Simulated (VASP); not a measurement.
# TaN (P6_3mc) in VASP: single point with PBEsol

Aim: the single point of TaN with PBEsol.

Everything below comes from runs of VASP 6.6.1. Logs are shortened: lines on timing, memory, paths and dates and some standing lists are left out, and cuts for length are marked.

## Step 1: The cell of the first run

It takes space group P6_3mc (No. 186, hexagonal). The conventional cell has a = 3.122 Å, b = 3.122 Å, c = 6.052 Å, α = 90.00°, β = 90.00°, γ = 120.00°. Ta (site symmetry 3m) has 4 N at 1.97 to 2.09 Å within 2.6 Å. N (site symmetry 3m) has 4 Ta at 1.97 to 2.09 Å within 2.6 Å.

## Step 2: Single point, PBEsol

Input file INCAR:

```
SYSTEM = TaN
PREC = Accurate
ENCUT = 520
EDIFF = 1E-6
ISMEAR = 0
SIGMA = 0.15
LREAL = .FALSE.
LASPH = .TRUE.
NELM = 60
ALGO = Normal
ISIF = 2
LWAVE = .FALSE.
LCHARG = .FALSE.
GGA = PS
NBANDS = 42
```

Input file KPOINTS:

```
regular mesh
0
G
  14 14 4
  0 0 0
```

Input file POSCAR:

```
TaN
1.0
   -3.1222862254      0.0000000000      0.0000000000
   -1.5611431127     -2.7039791891      0.0000000000
    0.0000000000      0.0000000000     12.1049231048
Ta N
4 4
Direct
    0.3333333333      0.3333333333      0.0150445792
    0.3333333333      0.3333333333      0.5150445792
    0.6666666667      0.6666666667      0.2650445792
    0.6666666667      0.6666666667      0.7650445792
    0.3333333333      0.3333333333      0.1774554208
    0.3333333333      0.3333333333      0.6774554208
    0.6666666667      0.6666666667      0.4274554208
    0.6666666667      0.6666666667      0.9274554208
```

Potentials or basis: VASP PAW PBE potentials, release 64 (Ta_pv, N).

The run is started by

```console
$ cat potpaw_PBE.64/Ta_pv/POTCAR potpaw_PBE.64/N/POTCAR > POTCAR
$ mpirun -np 1 vasp_std > vasp.out
```

OUTCAR:

```text
SYSTEM = TaN
   PREC = Accurate
   ENCUT = 520
   EDIFF = 1E-6
   ISMEAR = 0
   LREAL = .FALSE.
   LASPH = .TRUE.
   NELM = 60
   ISIF = 2
   GGA = PS

 ion  position               nearest neighbor table
   1  0.333  0.333  0.015-   5 1.97   8 2.09   8 2.09   8 2.09   4 3.52   3 3.52   3 3.52   4 3.52
                             3 3.52   4 3.52
   2  0.333  0.333  0.515-   6 1.97   7 2.09   7 2.09   7 2.09   4 3.52   3 3.52   3 3.52   4 3.52
                             3 3.52   4 3.52
   3  0.667  0.667  0.265-   7 1.97   5 2.09   5 2.09   5 2.09   1 3.52   2 3.52   2 3.52   1 3.52
                             1 3.52   2 3.52
   4  0.667  0.667  0.765-   8 1.97   6 2.09   6 2.09   6 2.09   1 3.52   2 3.52   2 3.52   1 3.52
                             1 3.52   2 3.52
   5  0.333  0.333  0.177-   1 1.97   3 2.09   3 2.09   3 2.09
   6  0.333  0.333  0.677-   2 1.97   4 2.09   4 2.09   4 2.09
   7  0.667  0.667  0.427-   3 1.97   2 2.09   2 2.09   2 2.09
   8  0.667  0.667  0.927-   4 1.97   1 2.09   1 2.09   1 2.09

  LATTYP: Found a hexagonal cell.
 ALAT       =     3.1222862254
 C/A-ratio  =     3.8769421606

  Lattice vectors:

 A1 = (   1.5611431127,   2.7039791891,   0.0000000000)
 A2 = (  -3.1222862254,   0.0000000000,   0.0000000000)
 A3 = (   0.0000000000,   0.0000000000,  12.1049231048)

Analysis of symmetry for initial positions (statically):
=====================================================================
 Subroutine PRICEL returns following result:

  LATTYP: Found a hexagonal cell.
 ALAT       =     3.1222862254
 C/A-ratio  =     1.9384710803

  Lattice vectors:

 A1 = (   1.5611431127,   2.7039791891,   0.0000000000)
 A2 = (  -3.1222862254,   0.0000000000,   0.0000000000)
 A3 = (   0.0000000000,   0.0000000000,   6.0524615524)

   2 primitive cells build up your supercell.

 Routine SETGRP: Setting up the symmetry group for a
 hexagonal supercell.

 Subroutine GETGRP returns: Found 12 space group operations
 (whereof  6 operations were pure point group operations)
 out of a pool of 24 trial point group operations.

The static configuration has the point symmetry C_3v.
 The point group associated with its full space group is C_6v.

Analysis of symmetry for dynamics (positions and initial velocities):
=====================================================================
 Subroutine PRICEL returns following result:

  LATTYP: Found a hexagonal cell.
 ALAT       =     3.1222862254
 C/A-ratio  =     1.9384710803

  Lattice vectors:

 A1 = (   1.5611431127,   2.7039791891,   0.0000000000)
 A2 = (  -3.1222862254,   0.0000000000,   0.0000000000)
 A3 = (   0.0000000000,   0.0000000000,   6.0524615524)

   2 primitive cells build up your supercell.

 Routine SETGRP: Setting up the symmetry group for a
 hexagonal supercell.

 Subroutine GETGRP returns: Found 12 space group operations
 (whereof  6 operations were pure point group operations)
 out of a pool of 24 trial point group operations.

The dynamic configuration has the point symmetry C_3v.
 The point group associated with its full space group is C_6v.

 Subroutine INISYM returns: Found 12 space group operations
 (whereof  6 operations are pure point group operations),
 and found     2 'primitive' translations

----------------------------------------------------------------------------------------

                                     Primitive cell

  volume of cell :      51.0985

  direct lattice vectors                    reciprocal lattice vectors
     1.561143113  2.703979189  0.000000000     0.000000000  0.369825332  0.000000000
    -3.122286225  0.000000000  0.000000000    -0.320278132  0.184912666  0.000000000
     0.000000000  0.000000000  6.052461552     0.000000000  0.000000000  0.165222033

  length of vectors
     3.122286225  3.122286225  6.052461552     0.369825332  0.369825332  0.165222033

  position of ions in fractional coordinates (direct lattice)
     0.666666667  0.333333333  0.030089158
     0.333333333  0.666666667  0.530089158
     0.666666667  0.333333333  0.354910842
     0.333333333  0.666666667  0.854910842

  ion indices of the primitive-cell ions
   primitive index   ion index
                 1           1
                 2           3
                 3           5
                 4           8

----------------------------------------------------------------------------------------

 KPOINTS: regular mesh

Automatic generation of k-mesh.
 Grid dimensions read from file:
 generate k-points for:   14   14    4

 Generating k-lattice:

  Cartesian coordinates                     Fractional coordinates (reciprocal lattice)
    -0.022877009  0.013208048  0.000000000     0.071428571  0.000000000  0.000000000
     0.000000000 -0.026416095  0.000000000     0.000000000  0.071428571  0.000000000
     0.000000000  0.000000000  0.020652754     0.000000000  0.000000000  0.250000000

  Length of vectors
     0.026416095  0.026416095  0.020652754

  Shift w.r.t. Gamma in fractional coordinates (k-lattice)
     0.000000000  0.000000000  0.000000000

 Subroutine IBZKPT returns following result:
 ===========================================

 Found     72 irreducible k-points:

 Following reciprocal coordinates:
            Coordinates               Weight
  0.000000  0.000000  0.000000      1.000000
  0.071429  0.000000  0.000000      6.000000
  0.142857  0.000000  0.000000      6.000000
  0.214286  0.000000  0.000000      6.000000
  0.285714  0.000000  0.000000      6.000000
  0.357143  0.000000  0.000000      6.000000
[... 16 lines left out ...]
 -0.428571  0.285714  0.000000      6.000000
 -0.357143  0.285714  0.000000      6.000000
 [... further k-points ...]
   k-points           NKPTS =     72   k-points in BZ     NKDIM =     72   number of bands    NBANDS=     42
   number of dos      NEDOS =    301   number of ions     NIONS =      8
   total plane-waves  NPLWV =  51840
   dimension x,y,z NGX =    24 NGY =   24 NGZ =   90
   dimension x,y,z NGXF=    48 NGYF=   48 NGZF=  180
   ions per type =               4   4
   NGX,Y,Z   is equivalent  to a cutoff of  12.78, 12.78, 12.36 a.u.
   NGXF,Y,Z  is equivalent  to a cutoff of  25.56, 25.56, 24.72 a.u.
 SYSTEM =  TaN
   PREC   = accura    normal or accurate (medium, high low for compatibility)
   ISTART =      0    job   : 0-new  1-cont  2-samecut
   ICHARG =      2    charge: 1-file 2-atom 10-const
   ISPIN  =      1    spin polarized calculation?
   LNONCOLLINEAR =      F non collinear calculations
   LSORBIT =      F    spin-orbit coupling
   LASPH  =      T    aspherical Exc in radial PAW
   ENCUT  =  520.0 eV  38.22 Ry    6.18 a.u.   5.81  5.81 22.51*2*pi/ulx,y,z
   NELM   =     60;   NELMIN=  2; NELMDL= -5     # of ELM steps
   EDIFF  = 0.1E-05   stopping-criterion for ELM
   LREAL  =      F    real-space projection
   EDIFFG = 0.1E-04   stopping-criterion for IOM
   NSW    =      0    number of steps for IOM
   IBRION =     -1    ionic relax: 0-MD 1-quasi-New 2-CG
   NFREE  =      0    steps in history (QN), initial steepest desc. (CG)
   ISIF   =      2    stress and relaxation
   ISYM   =      2    0-nonsym 1-usesym 2-fastsym
   POTIM  = 0.5000    time-step for ionic-motion
   TEBEG  =    0.0;   TEEND  =   0.0 temperature during run
   PSTRESS=    0.0 pullay stress
   NELECT =      64.0000    total number of electrons
   NUPDOWN=      -1.0000    fix difference up-down
   EMIN   =  10.00;   EMAX   =-10.00  energy-range for DOS
   EFERMI =   0.00;   METHOD = LEGACY
   ISMEAR =     0;   SIGMA  =   0.15  broadening in eV -4-tet -1-fermi 0-gaus
   EFERMI_NEDOS =   21; number of points for ismear=-14 and -15
   IALGO  =     38    algorithm
   IMIX   =      4    mixing-type and parameters
     AMIX     =   0.40;   BMIX     =  1.00
     AMIX_MAG =   1.60;   BMIX_MAG =  1.00
  volume/ion in A,a.u.               =      12.77        86.21
  Fermi-wavevector in a.u.,A,eV,Ry     =   1.400626  2.646799 26.691265  1.961753
  Thomas-Fermi vector in A             =   2.523568
   LORBIT       =      0    0 simple, 1 ext, 2 COOP (PROOUT), +10 PAW based schemes
   GGA     = PS    functional components
   LHFCALC =     F    Hartree Fock is set to
   AEXX    =    0.0000 exact exchange contribution
   IVDW    =     0    specifies the selected vdW correction
   LEPSILON=     F    determine dielectric tensor
   LRPA    =     F    only Hartree local field effects (RPA)
 non-spin polarized calculation
 Gauss-broadening in eV      SIGMA  =   0.15
  energy-cutoff  :      520.00
  volume of cell :      102.20
 maximum number of plane-waves:      2780
   NGX = 11   NGY = 11   NGZ = 45

 number of electron      63.9999991 magnetization

 Free energy of the ion-electron system (eV)
  ---------------------------------------------------
  ext. energy  EPLUGINS =         0.00000000
  ---------------------------------------------------
  free energy    TOTEN  =       -91.62564506 eV

  energy without entropy =      -91.60617938  energy(sigma->0) =      -91.61591222

 E-fermi :   6.5468     XC(G=0): -12.4068

 val. band max:        6.5347132743   @ k =   0.0000   0.0000   0.2500
 cond. band min:       6.5995564039   @ k =   0.1429   0.0714   0.0000
 fundamental gap:      0.0648431295
 Fermi energy:         6.5468172632

 k-point     1 :       0.0000    0.0000    0.0000
  band No.  band energies     occupation
      1     -29.0095      2.00000
      2     -28.8290      2.00000
      3     -28.8290      2.00000
      4     -28.6405      2.00000
      5     -28.3703      2.00000
      6     -28.3703      2.00000
[... 34 lines left out ...]
     41       9.4205      0.00000
     42       9.4205      0.00000

 k-point     2 :       0.0714    0.0000    0.0000
  band No.  band energies     occupation
      1     -29.0010      2.00000
      2     -28.8251      2.00000
      3     -28.8251      2.00000
      4     -28.6398      2.00000
      5     -28.4004      2.00000
      6     -28.3847      2.00000
[... 979 lines left out ...]
     41      10.4017      0.00000
     42      10.7843      0.00000

 k-point    24 :      -0.3571    0.2857    0.0000
  band No.  band energies     occupation
      1     -28.8708      2.00000
      2     -28.8708      2.00000
      3     -28.8436      2.00000
      4     -28.8267      2.00000
      5     -28.7421      2.00000
      6     -28.7184      2.00000
[... 34 lines left out ...]
     41      10.3542      0.00000
     42      11.0356      0.00000

 [... further k-points ...]
[... 5 lines left out ...]
  --------------------------------------------------------------------------------------
  -------------------------------------------------------------------------------------
  Total        0.3115872      0.3115872      0.7283912      0.0000000      0.0000000      0.0000000
  in kB        4.8848603      4.8848603     11.4192393      0.0000000      0.0000000      0.0000000
  external PRESSURE =       7.0629867 kB  Pullay stress =       0.0000000 kB

 VOLUME and BASIS-vectors are now :
 -----------------------------------------------------------------------------
  energy-cutoff  :      520.00
  volume of cell :      102.20
      direct lattice vectors                 reciprocal lattice vectors
    -3.122286225  0.000000000  0.000000000    -0.320278132  0.184912666  0.000000000
    -1.561143113 -2.703979189  0.000000000     0.000000000 -0.369825332  0.000000000
     0.000000000  0.000000000 12.104923105     0.000000000  0.000000000  0.082611016

 POSITION                                       TOTAL-FORCE (eV/Angst)
 -----------------------------------------------------------------------------------
     -1.56114     -0.90133      0.18211         0.000000      0.000000     -0.019400
     -1.56114     -0.90133      6.23458         0.000000      0.000000     -0.019400
     -3.12229     -1.80265      3.20834        -0.000000     -0.000000     -0.019400
     -3.12229     -1.80265      9.26081        -0.000000      0.000000     -0.019400
     -1.56114     -0.90133      2.14808         0.000000      0.000000      0.019400
     -1.56114     -0.90133      8.20055         0.000000      0.000000      0.019400
     -3.12229     -1.80265      5.17431        -0.000000     -0.000000      0.019400
     -3.12229     -1.80265     11.22678         0.000000     -0.000000      0.019400
 -----------------------------------------------------------------------------------
    total drift:                                0.000000      0.000000      0.000372

  FREE ENERGIE OF THE ION-ELECTRON SYSTEM (eV)
  ---------------------------------------------------
  free  energy   TOTEN  =       -91.6256450561 eV

  energy  without entropy=      -91.6061793844  energy(sigma->0) =      -91.61591222
```

Wall time 2.2 min (1 thread of Intel Xeon 6975P-C (Granite Rapids), shared host); peak memory 0.37 GiB.

Results:

| Quantity | Value |
| --- | --- |
| Free energy | -91.6256 eV |
| Pressure | 0.7 GPa |
| Largest force | 0.019 eV/Å |
| Band gap on the k mesh | zero (band 32 reaches 6.72 eV, above the bottom of band 33 at 6.40 eV) |

Forces on the atoms (eV/Å):
```
Ta   0.000  0.000 -0.019
Ta   0.000  0.000 -0.019
Ta   0.000  0.000 -0.019
Ta   0.000  0.000 -0.019
N    0.000  0.000  0.019
N    0.000  0.000  0.019
N    0.000  0.000  0.019
N    0.000  0.000  0.019
```

Stress tensor (GPa, compression positive):
```
0.49 0.00 0.00
0.00 0.49 0.00
0.00 0.00 1.14
```

Levels at points of the mesh, in eV from the Fermi level:
```csv
k point,band 28,band 29,band 30,band 31,band 32,band 33,band 34,band 35,band 36,band 37
"(0.00, 0.00, 0.00)",-4.60,-0.80,-0.66,0.12,0.12,0.26,0.26,0.97,0.97,0.97
"(0.50, 0.00, 0.00)",-3.74,-2.38,-0.94,-0.94,-0.49,1.19,1.51,1.51,2.20,2.72
"(0.00, 0.00, 0.50)",-4.76,-0.39,-0.39,-0.12,-0.12,0.35,0.35,0.35,0.35,1.74
"(0.50, 0.00, 0.50)",-4.12,-1.86,-1.86,-0.54,-0.54,1.21,1.21,2.07,2.07,3.05
```

Caveat: the PAW data sets were made with another functional, which shifts forces and pressure a little; spin-orbit coupling is left out, which moves the levels of the heavy elements.
